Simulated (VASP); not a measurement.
# AlCu3 (Fm-3m) in VASP: a series of runs, part 2 of 2

VASP 6.6.1. The steps go on from the part before.

## Step 3: Single point, LDA

Contents of INCAR:

```
SYSTEM = AlCu3
PREC = Accurate
ENCUT = 520
EDIFF = 1E-6
ISMEAR = 0
SIGMA = 0.1
LREAL = .FALSE.
LASPH = .TRUE.
NELM = 100
ALGO = Fast
ISIF = 2
LWAVE = .FALSE.
LCHARG = .FALSE.
NBANDS = 26
```

Contents of KPOINTS:

```
Automatic mesh
0
G
  12 12 12
  0 0 0
```

Contents of POSCAR:

```
AlCu3
1.0
    0.0000000000      2.8493776294      2.8493776294
    2.8493776294      0.0000000000      2.8493776294
    2.8493776294      2.8493776294      0.0000000000
Al Cu
1 3
Direct
    0.0000000000      0.0000000000      0.0000000000
    0.5000000000      0.5000000000      0.5000000000
    0.2500000000      0.2500000000      0.2500000000
    0.7500000000      0.7500000000      0.7500000000
```

Potentials or basis: VASP PAW LDA potentials, release 64 (Al, Cu).

Launch:

```bash
cat potpaw_LDA.64/Al/POTCAR potpaw_LDA.64/Cu/POTCAR > POTCAR
mpirun -np 1 vasp_std > vasp.out
```

OUTCAR:

```text
SYSTEM = AlCu3
   PREC = Accurate
   ENCUT = 520
   EDIFF = 1E-6
   ISMEAR = 0
   LREAL = .FALSE.
   LASPH = .TRUE.
   NELM = 100
   ISIF = 2

 ion  position               nearest neighbor table
   1  0.000  0.000  0.000-   4 2.47   4 2.47   4 2.47   3 2.47   4 2.47   3 2.47   3 2.47   3 2.47
                             2 2.85   2 2.85   2 2.85   2 2.85   2 2.85   2 2.85
   2  0.500  0.500  0.500-   3 2.47   3 2.47   3 2.47   3 2.47   4 2.47   4 2.47   4 2.47   4 2.47
                             1 2.85   1 2.85   1 2.85   1 2.85   1 2.85   1 2.85
   3  0.250  0.250  0.250-   1 2.47   1 2.47   1 2.47   1 2.47   2 2.47   2 2.47   2 2.47   2 2.47

   4  0.750  0.750  0.750-   2 2.47   2 2.47   2 2.47   1 2.47   2 2.47   1 2.47   1 2.47   1 2.47

  LATTYP: Found a face centered cubic cell.
 ALAT       =     5.6987552588

  Lattice vectors:

 A1 = (   0.0000000000,   2.8493776294,   2.8493776294)
 A2 = (   2.8493776294,   0.0000000000,   2.8493776294)
 A3 = (   2.8493776294,   2.8493776294,   0.0000000000)

Analysis of symmetry for initial positions (statically):
=====================================================================
 Subroutine PRICEL returns:
 Original cell was already a primitive cell.

 Routine SETGRP: Setting up the symmetry group for a
 face centered cubic supercell.

 Subroutine GETGRP returns: Found 48 space group operations
 (whereof 48 operations were pure point group operations)
 out of a pool of 48 trial point group operations.

The static configuration has the point symmetry O_h .

Analysis of symmetry for dynamics (positions and initial velocities):
=====================================================================
 Subroutine PRICEL returns:
 Original cell was already a primitive cell.

 Routine SETGRP: Setting up the symmetry group for a
 face centered cubic supercell.

 Subroutine GETGRP returns: Found 48 space group operations
 (whereof 48 operations were pure point group operations)
 out of a pool of 48 trial point group operations.

The dynamic configuration has the point symmetry O_h .

[... 124 lines left out ...]
  Fermi-wavevector in a.u.,A,eV,Ry     =   1.505737  2.845429 30.847707  2.267243
  Thomas-Fermi vector in A             =   2.616546
   LORBIT       =      0    0 simple, 1 ext, 2 COOP (PROOUT), +10 PAW based schemes
   GGA     = CA    functional components
   LHFCALC =     F    Hartree Fock is set to
   AEXX    =    0.0000 exact exchange contribution
   IVDW    =     0    specifies the selected vdW correction
   LEPSILON=     F    determine dielectric tensor
   LRPA    =     F    only Hartree local field effects (RPA)
 non-spin polarized calculation
 RMM-DIIS sequential band-by-band and
 Gauss-broadening in eV      SIGMA  =   0.10
  energy-cutoff  :      520.00
  volume of cell :       46.27
 maximum number of plane-waves:      1283
 NGX is ok and might be reduce to    30
   NGX = 15   NGY = 15   NGZ = 15

 number of electron      36.0000031 magnetization

 Free energy of the ion-electron system (eV)
  ---------------------------------------------------
  ext. energy  EPLUGINS =         0.00000000
  ---------------------------------------------------
  free energy    TOTEN  =       -19.05423787 eV

  energy without entropy =      -19.04945771  energy(sigma->0) =      -19.05184779

 E-fermi :   8.9686     XC(G=0): -12.8547

 val. band max:        8.9397591704   @ k =   0.3333   0.2500   0.0833
 cond. band min:       8.9747321622   @ k =  -0.1667   0.1667   0.0000
 fundamental gap:      0.0349729918
 Fermi energy:         8.9685790361

 k-point     1 :       0.0000    0.0000    0.0000
  band No.  band energies     occupation
      1      -1.9212      2.00000
      2       4.0003      2.00000
      3       4.0003      2.00000
      4       4.1069      2.00000
      5       4.1069      2.00000
      6       4.1069      2.00000
[... 685 lines left out ...]
     25      18.3591      0.00000
     26      19.6517      0.00000

 [... further k-points ...]

------------------------ aborting loop because EDIFF is reached ----------------------------------------

  FORCE on cell =-STRESS in cart. coord.  units (eV):
  Direction    XX          YY          ZZ          XY          YZ          ZX
  --------------------------------------------------------------------------------------
  -------------------------------------------------------------------------------------
  Total        0.1931028      0.1931028      0.1931028     -0.0000000     -0.0000000      0.0000000
  in kB        6.6868127      6.6868127      6.6868127     -0.0000000     -0.0000000      0.0000000
  external PRESSURE =       6.6868127 kB  Pullay stress =       0.0000000 kB

 VOLUME and BASIS-vectors are now :
 -----------------------------------------------------------------------------
  energy-cutoff  :      520.00
  volume of cell :       46.27
      direct lattice vectors                 reciprocal lattice vectors
     0.000000000  2.849377629  2.849377629    -0.175476916  0.175476916  0.175476916
     2.849377629  0.000000000  2.849377629     0.175476916 -0.175476916  0.175476916
     2.849377629  2.849377629  0.000000000     0.175476916  0.175476916 -0.175476916

 POSITION                                       TOTAL-FORCE (eV/Angst)
 -----------------------------------------------------------------------------------
      0.00000      0.00000      0.00000         0.000000     -0.000000      0.000000
      2.84938      2.84938      2.84938         0.000000      0.000000      0.000000
      1.42469      1.42469      1.42469         0.000000      0.000000     -0.000000
      4.27407      4.27407      4.27407        -0.000000     -0.000000      0.000000
 -----------------------------------------------------------------------------------
    total drift:                                0.000000     -0.000000      0.000000

  FREE ENERGIE OF THE ION-ELECTRON SYSTEM (eV)
  ---------------------------------------------------
  free  energy   TOTEN  =       -19.0542378713 eV

  energy  without entropy=      -19.0494577053  energy(sigma->0) =      -19.05184779
```

OSZICAR:

```text
N       E                     dE             d eps       ncg     rms          rms(c)
DAV:   1     0.249317034419E+03    0.24932E+03   -0.15652E+04  3936   0.224E+03
DAV:   2    -0.383084306211E+01   -0.25315E+03   -0.24220E+03  3746   0.354E+02
DAV:   3    -0.228878674894E+02   -0.19057E+02   -0.18131E+02  4304   0.138E+02
DAV:   4    -0.233022649393E+02   -0.41440E+00   -0.41312E+00  5454   0.239E+01
DAV:   5    -0.233082789088E+02   -0.60140E-02   -0.60132E-02  5656   0.230E+00    0.167E+01
RMM:   6    -0.215545593343E+02    0.17537E+01   -0.40023E+01  4250   0.992E+01    0.109E+01
RMM:   7    -0.190691446409E+02    0.24854E+01   -0.95816E+00  4095   0.513E+01    0.178E+00
RMM:   8    -0.190521194083E+02    0.17025E-01   -0.23628E-01  4622   0.600E+00    0.561E-01
RMM:   9    -0.190541150977E+02   -0.19957E-02   -0.87202E-02  4586   0.274E+00    0.369E-01
RMM:  10    -0.190532811098E+02    0.83399E-03   -0.23128E-02  4542   0.201E+00    0.130E-01
RMM:  11    -0.190541126752E+02   -0.83157E-03   -0.98688E-03  4988   0.801E-01    0.787E-02
RMM:  12    -0.190541729478E+02   -0.60273E-04   -0.16742E-03  4915   0.422E-01    0.357E-02
RMM:  13    -0.190542325247E+02   -0.59577E-04   -0.74209E-04  5371   0.222E-01    0.134E-02
RMM:  14    -0.190542371377E+02   -0.46130E-05   -0.72855E-05  5116   0.751E-02    0.828E-03
RMM:  15    -0.190542383615E+02   -0.12238E-05   -0.10504E-05  4005   0.242E-02    0.661E-03
RMM:  16    -0.190542378713E+02    0.49013E-06   -0.31870E-06  3020   0.270E-02
   1 F= -.19054238E+02 E0= -.19051848E+02  d E =-.478017E-02
```

It took 2.1 min on 1 thread of Intel Xeon 8259CL, shared host; peak memory 0.2 GiB.

What came out:

| Item | Value |
| --- | --- |
| Free energy | -19.0542 eV |
| Pressure | 0.7 GPa |
| Band gap on the k mesh | zero (bands 18 and 19 overlap by 6.03 eV) |
